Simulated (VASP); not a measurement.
# CO2 (P2_1/c) in VASP: notebook

CO2 is run at these levels: PBE; tasks: single point.

Program: VASP 6.6.1. These are calculated values, not measurements. Logs are shortened: lines on timing, memory, paths and dates and some standing lists are left out, and cuts for length are marked.

### 1 The cell of the first run

The structure is monoclinic, space group P2_1/c (No. 14). Conventional cell: a = 6.096 Å, b = 6.058 Å, c = 6.337 Å, α = 90.00°, β = 102.59°, γ = 90.00°. Within 1.5 Å of C (site symmetry -1) lie 2 O at 1.10 Å. C (site symmetry -1) has 2 O at 1.28 Å within 1.7 Å. Within 1.5 Å of O (site symmetry 1) lie 1 C at 1.10 Å. Within 1.7 Å of O (site symmetry 1) lie 1 C at 1.28 Å.

### 2 Single point, PBE (engineering shear strain xz -0.2250, normal strain along z +0.0400)

INCAR

```
SYSTEM = CO2
PREC = Accurate
ENCUT = 520
EDIFF = 1E-6
ISMEAR = 0
SIGMA = 0.05
LREAL = .FALSE.
LASPH = .TRUE.
NELM = 80
ALGO = Normal
ISIF = 2
LWAVE = .FALSE.
LCHARG = .TRUE.
GGA = PE
LELF = .TRUE.
LVHAR = .TRUE.
NBANDS = 44
```

KPOINTS

```
Automatic mesh
0
G
  4 4 4
  0 0 0
```

POSCAR

```
CO2
1.0
    6.0577362522      0.0000000000     -0.6814953284
    0.0000000000      6.0577362522      0.0000000000
   -0.6814953284      0.0000000000      6.3000457023
C O
4 8
Direct
    0.0000000000      0.0000000000      0.0000000000
    0.5000000000      0.0000000000      0.5000000000
    0.5000000000      0.5000000000      0.0000000000
    0.0000000000      0.5000000000      0.5000000000
    0.1114834447      0.1114834447      0.1114834447
    0.3885165553      0.8885165553      0.6114834447
    0.6114834447      0.3885165553      0.8885165553
    0.8885165553      0.6114834447      0.3885165553
    0.8885165553      0.8885165553      0.8885165553
    0.6114834447      0.1114834447      0.3885165553
    0.3885165553      0.6114834447      0.1114834447
    0.1114834447      0.3885165553      0.6114834447
```

Potentials or basis: VASP PAW PBE potentials, release 64 (C, O).

Run with:

```console
> cat potpaw_PBE.64/C/POTCAR potpaw_PBE.64/O/POTCAR > POTCAR
> mpirun -np 1 vasp_std > vasp.out
```

OUTCAR:

```text
SYSTEM = CO2
   PREC = Accurate
   ENCUT = 520
   EDIFF = 1E-6
   ISMEAR = 0
   LREAL = .FALSE.
   LASPH = .TRUE.
   NELM = 80
   ISIF = 2
   GGA = PE

 ion  position               nearest neighbor table
   1  0.000  0.000  0.000-   5 1.10   9 1.10
   2  0.500  0.000  0.500-   6 1.28  10 1.28
   3  0.500  0.500  0.000-   7 1.28  11 1.28
   4  0.000  0.500  0.500-   8 1.10  12 1.10
   5  0.111  0.111  0.111-   1 1.10
   6  0.389  0.889  0.611-   2 1.28
   7  0.611  0.389  0.889-   3 1.28
   8  0.889  0.611  0.389-   4 1.10
   9  0.889  0.889  0.889-   1 1.10
  10  0.611  0.111  0.389-   2 1.28
  11  0.389  0.611  0.111-   3 1.28
  12  0.111  0.389  0.611-   4 1.10

  LATTYP: Found a simple monoclinic cell.
 ALAT       =     6.0959498344
 B/A-ratio  =     0.9937313162
 C/A-ratio  =     1.0395095754
 COS(beta)  =    -0.2180178981

  Lattice vectors:

 A1 = (   6.0577362522,   0.0000000000,  -0.6814953284)
 A2 = (   0.0000000000,   6.0577362522,   0.0000000000)
 A3 = (  -0.6814953284,   0.0000000000,   6.3000457023)

Analysis of symmetry for initial positions (statically):
=====================================================================
 Subroutine PRICEL returns:
 Original cell was already a primitive cell.

 Routine SETGRP: Setting up the symmetry group for a
 simple monoclinic supercell.

 Subroutine GETGRP returns: Found  4 space group operations
 (whereof  2 operations were pure point group operations)
 out of a pool of  4 trial point group operations.

The static configuration has the point symmetry S_2 .
 The point group associated with its full space group is C_2h.

Analysis of symmetry for dynamics (positions and initial velocities):
=====================================================================
 Subroutine PRICEL returns:
 Original cell was already a primitive cell.

 Routine SETGRP: Setting up the symmetry group for a
 simple monoclinic supercell.

 Subroutine GETGRP returns: Found  4 space group operations
 (whereof  2 operations were pure point group operations)
 out of a pool of  4 trial point group operations.

The dynamic configuration has the point symmetry S_2 .
 The point group associated with its full space group is C_2h.

 Subroutine INISYM returns: Found  4 space group operations
 (whereof  2 operations are pure point group operations),
 and found     1 'primitive' translations

----------------------------------------------------------------------------------------

                                     Primitive cell

  volume of cell :     228.3741

  direct lattice vectors                    reciprocal lattice vectors
     6.057736252  0.000000000 -0.681495328     0.167111830  0.000000000  0.018077001
     0.000000000  6.057736252  0.000000000     0.000000000  0.165078168  0.000000000
    -0.681495328  0.000000000  6.300045702     0.018077001  0.000000000  0.160684452

  length of vectors
     6.095949834  6.057736252  6.336798224     0.168086709  0.165078168  0.161698086

  position of ions in fractional coordinates (direct lattice)
     0.000000000  0.000000000  0.000000000
     0.500000000  0.000000000  0.500000000
     0.500000000  0.500000000  0.000000000
     1.000000000  0.500000000  0.500000000
     0.111483445  0.111483445  0.111483445
     0.388516555  0.888516555  0.611483445
     0.611483445  0.388516555  0.888516555
     0.888516555  0.611483445  0.388516555
     0.888516555  0.888516555  0.888516555
     0.611483445  0.111483445  0.388516555
     0.388516555  0.611483445  0.111483445
     0.111483445  0.388516555  0.611483445

  ion indices of the primitive-cell ions
   primitive index   ion index
                 1           1
                 2           2
                 3           3
                 4           4
                 5           5
                 6           6
                 7           7
                 8           8
                 9           9
                10          10
                11          11
                12          12

----------------------------------------------------------------------------------------

 KPOINTS: Automatic mesh

Automatic generation of k-mesh.
 Grid dimensions read from file:
 generate k-points for:    4    4    4

 Generating k-lattice:

  Cartesian coordinates                     Fractional coordinates (reciprocal lattice)
     0.041777958  0.000000000  0.004519250     0.250000000  0.000000000 -0.000000000
     0.000000000  0.041269542  0.000000000     0.000000000  0.250000000  0.000000000
     0.004519250  0.000000000  0.040171113     0.000000000  0.000000000  0.250000000

  Length of vectors
     0.042021677  0.041269542  0.040424522

  Shift w.r.t. Gamma in fractional coordinates (k-lattice)
     0.000000000  0.000000000  0.000000000

 Subroutine IBZKPT returns following result:
 ===========================================

 Found     30 irreducible k-points:

 Following reciprocal coordinates:
            Coordinates               Weight
  0.000000  0.000000  0.000000      1.000000
  0.250000  0.000000  0.000000      2.000000
  0.500000  0.000000  0.000000      1.000000
  0.000000  0.250000  0.000000      2.000000
  0.250000  0.250000  0.000000      4.000000
  0.500000  0.250000  0.000000      2.000000
[... 16 lines left out ...]
  0.250000  0.000000  0.500000      2.000000
  0.500000  0.000000  0.500000      1.000000
 [... further k-points ...]
   k-points           NKPTS =     30   k-points in BZ     NKDIM =     30   number of bands    NBANDS=     44
   number of dos      NEDOS =    301   number of ions     NIONS =     12
   total plane-waves  NPLWV = 110592
   dimension x,y,z NGX =    48 NGY =   48 NGZ =   48
   dimension x,y,z NGXF=    96 NGYF=   96 NGZF=   96
   ions per type =               4   8
   NGX,Y,Z   is equivalent  to a cutoff of  13.09, 13.17, 12.59 a.u.
   NGXF,Y,Z  is equivalent  to a cutoff of  26.18, 26.35, 25.19 a.u.
 SYSTEM =  CO2
   PREC   = accura    normal or accurate (medium, high low for compatibility)
   ISTART =      0    job   : 0-new  1-cont  2-samecut
   ICHARG =      2    charge: 1-file 2-atom 10-const
   ISPIN  =      1    spin polarized calculation?
   LNONCOLLINEAR =      F non collinear calculations
   LSORBIT =      F    spin-orbit coupling
   LASPH  =      T    aspherical Exc in radial PAW
   ENCUT  =  520.0 eV  38.22 Ry    6.18 a.u.  11.33 11.26 11.78*2*pi/ulx,y,z
   NELM   =     80;   NELMIN=  2; NELMDL= -5     # of ELM steps
   EDIFF  = 0.1E-05   stopping-criterion for ELM
   LREAL  =      F    real-space projection
   EDIFFG = 0.1E-04   stopping-criterion for IOM
   NSW    =      0    number of steps for IOM
   IBRION =     -1    ionic relax: 0-MD 1-quasi-New 2-CG
   NFREE  =      0    steps in history (QN), initial steepest desc. (CG)
   ISIF   =      2    stress and relaxation
   ISYM   =      2    0-nonsym 1-usesym 2-fastsym
   POTIM  = 0.5000    time-step for ionic-motion
   TEBEG  =    0.0;   TEEND  =   0.0 temperature during run
   PSTRESS=    0.0 pullay stress
   NELECT =      64.0000    total number of electrons
   NUPDOWN=      -1.0000    fix difference up-down
   EMIN   =  10.00;   EMAX   =-10.00  energy-range for DOS
   EFERMI =   0.00;   METHOD = LEGACY
   ISMEAR =     0;   SIGMA  =   0.05  broadening in eV -4-tet -1-fermi 0-gaus
   EFERMI_NEDOS =   21; number of points for ismear=-14 and -15
   IALGO  =     38    algorithm
   IMIX   =      4    mixing-type and parameters
     AMIX     =   0.40;   BMIX     =  1.00
     AMIX_MAG =   1.60;   BMIX_MAG =  1.00
  volume/ion in A,a.u.               =      19.03       128.43
  Fermi-wavevector in a.u.,A,eV,Ry     =   1.071320  2.024501 15.615767  1.147726
  Thomas-Fermi vector in A             =   2.207057
   LORBIT       =      0    0 simple, 1 ext, 2 COOP (PROOUT), +10 PAW based schemes
   GGA     = PE    functional components
   LHFCALC =     F    Hartree Fock is set to
   AEXX    =    0.0000 exact exchange contribution
   IVDW    =     0    specifies the selected vdW correction
   LEPSILON=     F    determine dielectric tensor
   LRPA    =     F    only Hartree local field effects (RPA)
 non-spin polarized calculation
 Gauss-broadening in eV      SIGMA  =   0.05
  energy-cutoff  :      520.00
  volume of cell :      228.37
 maximum number of plane-waves:      6176
 NGX is ok and might be reduce to    48
   NGX = 23   NGY = 23   NGZ = 23

 number of electron      63.9999997 magnetization

 Free energy of the ion-electron system (eV)
  ---------------------------------------------------
  ext. energy  EPLUGINS =         0.00000000
  ---------------------------------------------------
  free energy    TOTEN  =       -89.14672817 eV

  energy without entropy =      -89.14672817  energy(sigma->0) =      -89.14672817

 E-fermi :  -4.5954     XC(G=0):  -6.7792

 val. band max:       -4.8163740846   @ k =   0.0000   0.0000   0.0000
 cond. band min:       1.3499542085   @ k =   0.0000   0.0000   0.0000
 fundamental gap:      6.1663282931
 Fermi energy:        -4.5953956157

 k-point     1 :       0.0000    0.0000    0.0000
  band No.  band energies     occupation
      1     -26.1565      2.00000
      2     -26.1320      2.00000
      3     -25.1893      2.00000
      4     -25.1820      2.00000
      5     -23.9661      2.00000
      6     -23.9138      2.00000
[... 36 lines left out ...]
     43       4.9597      0.00000
     44       5.5885      0.00000

 k-point     2 :       0.2500    0.0000    0.0000
  band No.  band energies     occupation
      1     -26.1561      2.00000
      2     -26.1320      2.00000
      3     -25.1898      2.00000
      4     -25.1820      2.00000
      5     -23.9663      2.00000
      6     -23.9135      2.00000
[... 1026 lines left out ...]
 k-point    24 :       0.5000    0.0000    0.5000
  band No.  band energies     occupation
      1     -26.1440      2.00000
      2     -26.1440      2.00000
      3     -25.1857      2.00000
      4     -25.1857      2.00000
      5     -23.9403      2.00000
      6     -23.9403      2.00000
[... 36 lines left out ...]
     43       4.9950      0.00000
     44       4.9950      0.00000

 [... further k-points ...]
[... 5 lines left out ...]
  --------------------------------------------------------------------------------------
  -------------------------------------------------------------------------------------
  Total        0.8613561      6.5060425      0.7234151      0.0000000      0.0000000     27.9349409
  in kB        6.0429146     45.6436759      5.0751782      0.0000000      0.0000000    195.9798743
  external PRESSURE =      18.9205896 kB  Pullay stress =       0.0000000 kB

 VOLUME and BASIS-vectors are now :
 -----------------------------------------------------------------------------
  energy-cutoff  :      520.00
  volume of cell :      228.37
      direct lattice vectors                 reciprocal lattice vectors
     6.057736252  0.000000000 -0.681495328     0.167111830  0.000000000  0.018077001
     0.000000000  6.057736252  0.000000000     0.000000000  0.165078168  0.000000000
    -0.681495328  0.000000000  6.300045702     0.018077001  0.000000000  0.160684452

 POSITION                                       TOTAL-FORCE (eV/Angst)
 -----------------------------------------------------------------------------------
      0.00000      0.00000      0.00000        -0.000000     -0.000000      0.000000
      2.68812      0.00000      2.80928        -0.000000     -0.000000      0.000000
      3.02887      3.02887     -0.34075         0.000000     -0.000000      0.000000
     -0.34075      3.02887      3.15002         0.000000     -0.000000      0.000000
      0.59936      0.67534      0.62638         5.591931      6.338020      5.894503
      1.93681      5.38240      3.58760         4.220129      3.814722     -4.452468
      3.09869      2.35353      5.18097        -4.220129      3.814722      4.452468
      5.11763      3.70421      1.84215        -5.591931      6.338020     -5.894503
      4.77688      5.38240      4.99218        -5.591931     -6.338020     -5.894503
      3.43943      0.67534      2.03095        -4.220129     -3.814722      4.452468
      2.27756      3.70421      0.43758         4.220129     -3.814722     -4.452468
      0.25861      2.35353      3.77640         5.591931     -6.338020      5.894503
 -----------------------------------------------------------------------------------
    total drift:                               -0.000000      0.000000      0.000000

  FREE ENERGIE OF THE ION-ELECTRON SYSTEM (eV)
  ---------------------------------------------------
  free  energy   TOTEN  =       -89.1467281702 eV

  energy  without entropy=      -89.1467281701  energy(sigma->0) =      -89.14672817
```

Run time: 2.8 min. Hardware: 1 thread of Intel Xeon 6975P-C (Granite Rapids), shared host; peak memory 0.44 GiB.

What came out:

| Item | Value |
| --- | --- |
| Free energy | -89.1467 eV |
| Pressure | 1.9 GPa |
| Largest force | 10.305 eV/Å |
| Band gap on the k mesh | 6.17 eV |

Forces on the atoms (eV/Å):
```
C    0.000  0.000  0.000
C    0.000  0.000  0.000
C    0.000  0.000  0.000
C    0.000  0.000  0.000
O    5.592  6.338  5.895
O    4.220  3.815 -4.452
O   -4.220  3.815  4.452
O   -5.592  6.338 -5.895
O   -5.592 -6.338 -5.895
O   -4.220 -3.815  4.452
O    4.220 -3.815 -4.452
O    5.592 -6.338  5.895
```

Levels at points of the mesh, in eV from the valence-band top:
```
           k point  band 28  band 29  band 30  band 31  band 32  band 33  band 34  band 35  band 36  band 37
(0.00, 0.00, 0.00)    -0.30    -0.25    -0.07    -0.02     0.00     6.17     6.62     6.66     6.88     6.92
(0.50, 0.00, 0.00)    -0.29    -0.28    -0.15    -0.11    -0.01     6.60     6.70     6.85     6.93     6.96
(0.00, 0.50, 0.00)    -0.40    -0.14    -0.14    -0.06    -0.06     6.70     6.70     6.78     6.78     7.36
(0.50, 0.50, 0.00)    -0.36    -0.15    -0.15    -0.11    -0.11     6.71     6.71     6.76     6.76     7.81
(0.00, 0.00, 0.50)    -0.39    -0.16    -0.16    -0.07    -0.07     6.73     6.73     6.77     6.77     7.29
(0.50, 0.00, 0.50)    -0.39    -0.14    -0.14    -0.08    -0.08     6.72     6.72     6.73     6.73     7.77
(0.00, 0.50, 0.50)    -0.34    -0.17    -0.17    -0.11    -0.11     6.59     6.59     6.95     6.95     7.67
(0.50, 0.50, 0.50)    -0.40    -0.15    -0.15    -0.08    -0.08     6.60     6.60     6.93     6.93     7.85
```

Caveat: the cell differs from its parent crystal (engineering shear strain xz -0.2250, normal strain along z +0.0400); this functional lacks dispersion, which holds the molecules together, so the pressure and a relaxed volume are unreliable; forces of over 1 eV/Å act on the atoms, so gaps and moduli don't describe the material at rest. A k mesh can miss the band edges.

[end of part 1 of 3]
